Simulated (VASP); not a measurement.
# Re (Im-3m) in VASP: a series of runs

Re is run at these levels: PBE; tasks: single point.

All numbers are computed with VASP 6.6.1; they aren't measurements. Logs are shortened: lines on timing, memory, paths and dates and some standing lists are left out, and cuts for length are marked.

### Step 1. The cell of the first run

Symmetry: Im-3m, No. 229, cubic system. The conventional cell has a = 3.040 Å, b = 3.040 Å, c = 3.040 Å, α = 90.00°, β = 90.00°, γ = 90.00°. Within 3.5 Å of Re (site symmetry m-3m) lie 14 Re at 2.63 to 3.04 Å.

This isn't the form of Re at room conditions, which is hcp.

### Step 2. Single point, PBE

The input, INCAR:

```
  ALGO = Normal
  EDIFF = 1E-6
  ENCUT = 600
  GGA = PE
  GGA_COMPAT = F
  ISIF = 2
  ISMEAR = -1
  LASPH = T
  LCHARG = T
  LELF = T
  LREAL = F
  LVHAR = T
  LWAVE = F
  NBANDS = 10
  NELM = 120
  PREC = Accurate
  SIGMA = 0.1
```

The input, KPOINTS:

```
k-points
0
Gamma
  9 9 9
```

The input, POSCAR:

```
Re
1.0
   -1.5201164251      1.5201164251      1.5201164251
    1.5201164251     -1.5201164251      1.5201164251
    1.5201164251      1.5201164251     -1.5201164251
Re
1
Direct
    0.0000000000      0.0000000000      0.0000000000
```

Potentials or basis: VASP PAW PBE potentials, release 64 (Re).

On the command line:

```console
cat potpaw_PBE.64/Re/POTCAR > POTCAR
mpirun -np 1 vasp_std > vasp.out
```

OUTCAR:

```text
EDIFF = 1E-6
   ENCUT = 600
   GGA = PE
   ISIF = 2
   ISMEAR = -1
   LASPH = T
   LREAL = F
   NELM = 120
   PREC = Accurate

 ion  position               nearest neighbor table
   1  0.000  0.000  0.000-

  LATTYP: Found a body centered cubic cell.
 ALAT       =     3.0402328502

  Lattice vectors:

 A1 = (  -1.5201164251,   1.5201164251,   1.5201164251)
 A2 = (   1.5201164251,  -1.5201164251,   1.5201164251)
 A3 = (   1.5201164251,   1.5201164251,  -1.5201164251)

Analysis of symmetry for initial positions (statically):
=====================================================================
 Subroutine PRICEL returns:
 Original cell was already a primitive cell.

 Routine SETGRP: Setting up the symmetry group for a
 body centered cubic supercell.

 Subroutine GETGRP returns: Found 48 space group operations
 (whereof 48 operations were pure point group operations)
 out of a pool of 48 trial point group operations.

The static configuration has the point symmetry O_h .

Analysis of symmetry for dynamics (positions and initial velocities):
=====================================================================
 Subroutine PRICEL returns:
 Original cell was already a primitive cell.

 Routine SETGRP: Setting up the symmetry group for a
 body centered cubic supercell.

 Subroutine GETGRP returns: Found 48 space group operations
 (whereof 48 operations were pure point group operations)
 out of a pool of 48 trial point group operations.

The dynamic configuration has the point symmetry O_h .

 Subroutine INISYM returns: Found 48 space group operations
 (whereof 48 operations are pure point group operations),
 and found     1 'primitive' translations

----------------------------------------------------------------------------------------

                                     Primitive cell

  volume of cell :      14.0505

  direct lattice vectors                    reciprocal lattice vectors
    -1.520116425  1.520116425  1.520116425     0.000000000  0.328922174  0.328922174
     1.520116425 -1.520116425  1.520116425     0.328922174  0.000000000  0.328922174
     1.520116425  1.520116425 -1.520116425     0.328922174  0.328922174  0.000000000

  length of vectors
     2.632918882  2.632918882  2.632918882     0.465166200  0.465166200  0.465166200

  position of ions in fractional coordinates (direct lattice)
     0.000000000  0.000000000  0.000000000

  ion indices of the primitive-cell ions
   primitive index   ion index
                 1           1

----------------------------------------------------------------------------------------

 KPOINTS: k-points

Automatic generation of k-mesh.
 Grid dimensions read from file:
 generate k-points for:    9    9    9

 Generating k-lattice:

  Cartesian coordinates                     Fractional coordinates (reciprocal lattice)
     0.000000000  0.036546908  0.036546908     0.111111111  0.000000000  0.000000000
     0.036546908  0.000000000  0.036546908     0.000000000  0.111111111  0.000000000
     0.036546908  0.036546908  0.000000000     0.000000000  0.000000000  0.111111111

  Length of vectors
     0.051685133  0.051685133  0.051685133

  Shift w.r.t. Gamma in fractional coordinates (k-lattice)
     0.000000000  0.000000000  0.000000000

 Subroutine IBZKPT returns following result:
 ===========================================

 Found     35 irreducible k-points:

 Following reciprocal coordinates:
            Coordinates               Weight
  0.000000  0.000000  0.000000      1.000000
  0.111111  0.000000  0.000000     12.000000
  0.222222  0.000000  0.000000     12.000000
  0.333333  0.000000  0.000000     12.000000
  0.444444  0.000000  0.000000     12.000000
  0.111111  0.111111  0.000000     24.000000
[... 16 lines left out ...]
 -0.333333  0.444444  0.111111     48.000000
 -0.444444 -0.444444  0.111111     24.000000
 [... further k-points ...]
   k-points           NKPTS =     35   k-points in BZ     NKDIM =     35   number of bands    NBANDS=     10
   number of dos      NEDOS =    301   number of ions     NIONS =      1
   total plane-waves  NPLWV =  13824
   dimension x,y,z NGX =    24 NGY =   24 NGZ =   24
   dimension x,y,z NGXF=    48 NGYF=   48 NGZF=   48
   ions per type =               1
   NGX,Y,Z   is equivalent  to a cutoff of  15.15, 15.15, 15.15 a.u.
   NGXF,Y,Z  is equivalent  to a cutoff of  30.31, 30.31, 30.31 a.u.
 SYSTEM =  unknown system
   PREC   = accura    normal or accurate (medium, high low for compatibility)
   ISTART =      0    job   : 0-new  1-cont  2-samecut
   ICHARG =      2    charge: 1-file 2-atom 10-const
   ISPIN  =      1    spin polarized calculation?
   LNONCOLLINEAR =      F non collinear calculations
   LSORBIT =      F    spin-orbit coupling
   LASPH  =      T    aspherical Exc in radial PAW
   ENCUT  =  600.0 eV  44.10 Ry    6.64 a.u.   5.26  5.26  5.26*2*pi/ulx,y,z
   NELM   =    120;   NELMIN=  2; NELMDL= -5     # of ELM steps
   EDIFF  = 0.1E-05   stopping-criterion for ELM
   LREAL  =      F    real-space projection
   EDIFFG = 0.1E-04   stopping-criterion for IOM
   NSW    =      0    number of steps for IOM
   IBRION =     -1    ionic relax: 0-MD 1-quasi-New 2-CG
   NFREE  =      0    steps in history (QN), initial steepest desc. (CG)
   ISIF   =      2    stress and relaxation
   ISYM   =      2    0-nonsym 1-usesym 2-fastsym
   POTIM  = 0.5000    time-step for ionic-motion
   TEBEG  =    0.0;   TEEND  =   0.0 temperature during run
   PSTRESS=    0.0 pullay stress
   NELECT =       7.0000    total number of electrons
   NUPDOWN=      -1.0000    fix difference up-down
   EMIN   =  10.00;   EMAX   =-10.00  energy-range for DOS
   EFERMI =   0.00;   METHOD = LEGACY
   ISMEAR =    -1;   SIGMA  =   0.10  broadening in eV -4-tet -1-fermi 0-gaus
   EFERMI_NEDOS =   21; number of points for ismear=-14 and -15
   IALGO  =     38    algorithm
   IMIX   =      4    mixing-type and parameters
     AMIX     =   0.40;   BMIX     =  1.00
     AMIX_MAG =   1.60;   BMIX_MAG =  1.00
  volume/ion in A,a.u.               =      14.05        94.82
  Fermi-wavevector in a.u.,A,eV,Ry     =   1.297809  2.452503 22.916392  1.684307
  Thomas-Fermi vector in A             =   2.429177
   LORBIT       =      0    0 simple, 1 ext, 2 COOP (PROOUT), +10 PAW based schemes
   GGA     = PE    functional components
   LHFCALC =     F    Hartree Fock is set to
   AEXX    =    0.0000 exact exchange contribution
   IVDW    =     0    specifies the selected vdW correction
   LEPSILON=     F    determine dielectric tensor
   LRPA    =     F    only Hartree local field effects (RPA)
 non-spin polarized calculation
  energy-cutoff  :      600.00
  volume of cell :       14.05
 maximum number of plane-waves:       479
 NGX is ok and might be reduce to    24
   NGX = 11   NGY = 11   NGZ = 11

 number of electron       7.0000000 magnetization

 Free energy of the ion-electron system (eV)
  ---------------------------------------------------
  ext. energy  EPLUGINS =         0.00000000
  ---------------------------------------------------
  free energy    TOTEN  =       -12.02742858 eV

  energy without entropy =      -11.99326734  energy(sigma->0) =      -12.01034796

 E-fermi :   9.4153     XC(G=0): -13.9882

 val. band max:        9.3519716164   @ k =   0.2222   0.1111   0.0000
 cond. band min:       9.4511480564   @ k =  -0.4444   0.4444   0.3333
 fundamental gap:      0.0991764399
 Fermi energy:         9.4153149323

 k-point     1 :       0.0000    0.0000    0.0000
  band No.  band energies     occupation
      1      -1.7105      2.00000
      2       6.5546      2.00000
      3       6.5546      2.00000
      4       6.5546      2.00000
      5      10.2552      0.00045
      6      10.2552      0.00045
      7      25.0792      0.00000
      8      25.0792      0.00000
      9      25.0792      0.00000
     10      37.9087      0.00000

 k-point     2 :       0.1111    0.0000    0.0000
  band No.  band energies     occupation
      1      -1.0850      2.00000
      2       6.2033      2.00000
      3       6.4713      2.00000
      4       7.1762      2.00000
      5       9.7924      0.04501
      6      10.2761      0.00037
      7      25.5304      0.00000
      8      26.1396      0.00000
      9      26.3790      0.00000
     10      34.3585      0.00000

 k-point     3 :       0.2222    0.0000    0.0000
  band No.  band energies     occupation
      1       0.4398      2.00000
      2       5.4116      2.00000
      3       6.1389      2.00000
      4       8.9473      1.98161
      5       9.5324      0.47355
      6      10.4117      0.00009
      7      25.4702      0.00000
      8      27.1973      0.00000
      9      29.0167      0.00000
     10      32.4691      0.00000

 k-point     4 :       0.3333    0.0000    0.0000
  band No.  band energies     occupation
      1       1.5188      2.00000
      2       4.6368      2.00000
      3       6.8020      2.00000
      4      10.0010      0.00571
      5      10.7323      0.00000
      6      11.5218      0.00000
      7      23.4072      0.00000
      8      23.9208      0.00000
      9      31.7121      0.00000
     10      33.0643      0.00000
[... 222 lines left out ...]
 k-point    22 :      -0.4444    0.4444    0.1111
  band No.  band energies     occupation
      1       2.0569      2.00000
      2       4.8267      2.00000
      3       6.9699      2.00000
      4       9.2487      1.68208
      5      12.9713      0.00000
      6      13.7629      0.00000
      7      20.6244      0.00000
      8      23.6720      0.00000
      9      26.9959      0.00000
     10      32.6983      0.00000

 k-point    23 :      -0.3333    0.4444    0.1111
  band No.  band energies     occupation
      1       2.9452      2.00000
      2       4.8307      2.00000
      3       6.0386      2.00000
      4       8.9222      1.98567
      5      11.5740      0.00000
      6      14.1848      0.00000
      7      21.5982      0.00000
      8      25.5231      0.00000
      9      27.6985      0.00000
     10      31.4590      0.00000

 k-point    24 :      -0.4444   -0.4444    0.1111
  band No.  band energies     occupation
      1       2.7999      2.00000
      2       5.1622      2.00000
      3       5.8609      2.00000
      4       8.9858      1.97309
      5      12.7094      0.00000
      6      16.4162      0.00000
      7      19.3033      0.00000
      8      23.9852      0.00000
      9      26.8087      0.00000
     10      31.9125      0.00000

 [... further k-points ...]

------------------------ aborting loop because EDIFF is reached ----------------------------------------

  FORCE on cell =-STRESS in cart. coord.  units (eV):
  Direction    XX          YY          ZZ          XY          YZ          ZX
  --------------------------------------------------------------------------------------
  -------------------------------------------------------------------------------------
  Total        2.6422859      2.6422859      2.6422859     -0.0000000      0.0000000      0.0000000
  in kB      301.3004895    301.3004895    301.3004895     -0.0000000      0.0000000      0.0000000
  external PRESSURE =     301.3004895 kB  Pullay stress =       0.0000000 kB

 VOLUME and BASIS-vectors are now :
 -----------------------------------------------------------------------------
  energy-cutoff  :      600.00
  volume of cell :       14.05
      direct lattice vectors                 reciprocal lattice vectors
    -1.520116425  1.520116425  1.520116425     0.000000000  0.328922174  0.328922174
     1.520116425 -1.520116425  1.520116425     0.328922174  0.000000000  0.328922174
     1.520116425  1.520116425 -1.520116425     0.328922174  0.328922174  0.000000000

 POSITION                                       TOTAL-FORCE (eV/Angst)
 -----------------------------------------------------------------------------------
      0.00000      0.00000      0.00000         0.000000      0.000000     -0.000000
 -----------------------------------------------------------------------------------
    total drift:                                0.000000      0.000000     -0.000000

  FREE ENERGIE OF THE ION-ELECTRON SYSTEM (eV)
  ---------------------------------------------------
  free  energy   TOTEN  =       -12.0274285754 eV

  energy  without entropy=      -11.9932673450  energy(sigma->0) =      -12.01034796
```

Wall time 6.1 s (1 thread of Intel Xeon Platinum 8259CL at 2.50GHz (Skylake/Cascade Lake), shared host); peak memory 0.14 GiB.

Results:

- Free energy: -12.0274 eV
- Pressure: 30.1 GPa
- Band gap on the k mesh: zero (an odd number of electrons rules out a gap without spin polarisation)

Caveat: the cell stands under pressure; spin-orbit coupling is left out, which moves the levels of the heavy elements.

### Step 3. Single point, PBE

This run uses another cell than the first one, of 13.64 Å³/atom.

The input, INCAR:

```
  PREC = Accurate
  ENCUT = 600
  EDIFF = 1E-6
  ISMEAR = -1
  SIGMA = 0.1
  LREAL = False
  LASPH = True
  NELM = 120
  ALGO = Normal
  ISIF = 2
  LWAVE = False
  LCHARG = False
  GGA = PE
  NBANDS = 10
  GGA_COMPAT = False
```

The input, KPOINTS:

```
Automatic mesh
0
Gamma
  9 9 9
```

The input, POSCAR:

```
Re
1.0
   -1.5053451419      1.5053451419      1.5053451419
    1.5053451419     -1.5053451419      1.5053451419
    1.5053451419      1.5053451419     -1.5053451419
Re
1
Direct
    0.0000000000      0.0000000000      0.0000000000
```

Potentials or basis: VASP PAW PBE potentials, release 64 (Re).

On the command line:

```console
cat potpaw_PBE.64/Re/POTCAR > POTCAR
mpirun -np 1 vasp_std > vasp.out
```

OUTCAR:

```text
PREC = Accurate
   ENCUT = 600
   EDIFF = 1E-6
   ISMEAR = -1
   LREAL = False
   LASPH = True
   NELM = 120
   ISIF = 2
   GGA = PE

 ion  position               nearest neighbor table
   1  0.000  0.000  0.000-

  LATTYP: Found a body centered cubic cell.
 ALAT       =     3.0106902838

  Lattice vectors:

 A1 = (  -1.5053451419,   1.5053451419,   1.5053451419)
 A2 = (   1.5053451419,  -1.5053451419,   1.5053451419)
 A3 = (   1.5053451419,   1.5053451419,  -1.5053451419)

Analysis of symmetry for initial positions (statically):
=====================================================================
 Subroutine PRICEL returns:
 Original cell was already a primitive cell.

 Routine SETGRP: Setting up the symmetry group for a
 body centered cubic supercell.

 Subroutine GETGRP returns: Found 48 space group operations
 (whereof 48 operations were pure point group operations)
 out of a pool of 48 trial point group operations.

The static configuration has the point symmetry O_h .

[... 162 lines left out ...]
 fundamental gap:      0.1182884272
 Fermi energy:         9.8185626424

 k-point     1 :       0.0000    0.0000    0.0000
  band No.  band energies     occupation
      1      -1.5318      2.00000
      2       6.8512      2.00000
      3       6.8512      2.00000
      4       6.8512      2.00000
      5      10.6881      0.00033
      6      10.6881      0.00033
      7      25.5350      0.00000
      8      25.5350      0.00000
      9      25.5350      0.00000
     10      38.8147      0.00000
[... 287 lines left out ...]
 k-point    24 :      -0.4444   -0.4444    0.1111
  band No.  band energies     occupation
      1       2.9750      2.00000
      2       5.4016      2.00000
      3       6.1555      2.00000
      4       9.3725      1.97716
      5      13.2781      0.00000
      6      17.1172      0.00000
      7      20.1146      0.00000
      8      24.7769      0.00000
      9      27.5388      0.00000
     10      32.6464      0.00000

 [... further k-points ...]

------------------------ aborting loop because EDIFF is reached ----------------------------------------

  FORCE on cell =-STRESS in cart. coord.  units (eV):
  Direction    XX          YY          ZZ          XY          YZ          ZX
  --------------------------------------------------------------------------------------
  -------------------------------------------------------------------------------------
  Total        3.8691841      3.8691841      3.8691841      0.0000000      0.0000000     -0.0000000
  in kB      454.3198692    454.3198692    454.3198692      0.0000000      0.0000000     -0.0000000
  external PRESSURE =     454.3198692 kB  Pullay stress =       0.0000000 kB

 VOLUME and BASIS-vectors are now :
 -----------------------------------------------------------------------------
  energy-cutoff  :      600.00
  volume of cell :       13.64
      direct lattice vectors                 reciprocal lattice vectors
    -1.505345142  1.505345142  1.505345142     0.000000000  0.332149742  0.332149742
     1.505345142 -1.505345142  1.505345142     0.332149742  0.000000000  0.332149742
     1.505345142  1.505345142 -1.505345142     0.332149742  0.332149742  0.000000000

 POSITION                                       TOTAL-FORCE (eV/Angst)
 -----------------------------------------------------------------------------------
      0.00000      0.00000      0.00000        -0.000000      0.000000      0.000000
 -----------------------------------------------------------------------------------
    total drift:                                0.000000     -0.000000     -0.000000

  FREE ENERGIE OF THE ION-ELECTRON SYSTEM (eV)
  ---------------------------------------------------
  free  energy   TOTEN  =       -11.9321911560 eV

  energy  without entropy=      -11.8992216622  energy(sigma->0) =      -11.91570641
```

OSZICAR:

```text
N       E                     dE             d eps       ncg     rms          rms(c)
DAV:   1     0.104124525472E+02    0.10412E+02   -0.36917E+03  1062   0.883E+02
DAV:   2    -0.119437848458E+02   -0.22356E+02   -0.19889E+02  1078   0.187E+02
DAV:   3    -0.125520746350E+02   -0.60829E+00   -0.58442E+00  1098   0.601E+01
DAV:   4    -0.125576416942E+02   -0.55671E-02   -0.55560E-02  1126   0.316E+00
DAV:   5    -0.125576545463E+02   -0.12852E-04   -0.12853E-04  1076   0.698E-02    0.352E+01
DAV:   6    -0.121167086793E+02    0.44095E+00   -0.29088E-01  1112   0.141E+01    0.163E+01
DAV:   7    -0.119371535964E+02    0.17956E+00   -0.29553E-01  1140   0.136E+01    0.481E-01
DAV:   8    -0.119324365488E+02    0.47170E-02   -0.22560E-03  1064   0.386E-01    0.907E-02
DAV:   9    -0.119321817760E+02    0.25477E-03   -0.21047E-04  1080   0.123E-01    0.204E-02
DAV:  10    -0.119321911579E+02   -0.93819E-05   -0.15013E-05  1032   0.244E-02    0.376E-03
DAV:  11    -0.119321911560E+02    0.19307E-08   -0.80691E-08   532   0.440E-03
   1 F= -.11932191E+02 E0= -.11915706E+02  d E =-.329695E-01
```

Run time: 5.5 s. Hardware: 1 thread of Intel Xeon Platinum 8259CL at 2.50GHz (Skylake/Cascade Lake), shared host; peak memory 0.14 GiB.

Results:

* Free energy: -11.9322 eV
* Pressure: 45.4 GPa
* Band gap on the k mesh: zero (an odd number of electrons rules out a gap without spin polarisation)

Levels at points of the mesh, in eV from the Fermi level:
```
           k point  band 1  band 2  band 3  band 4  band 5  band 6  band 7
(0.00, 0.00, 0.00)  -11.35   -2.97   -2.97   -2.97    0.87    0.87   15.72
```

Caveat: the cell stands under pressure; spin-orbit coupling is left out, which moves the levels of the heavy elements.
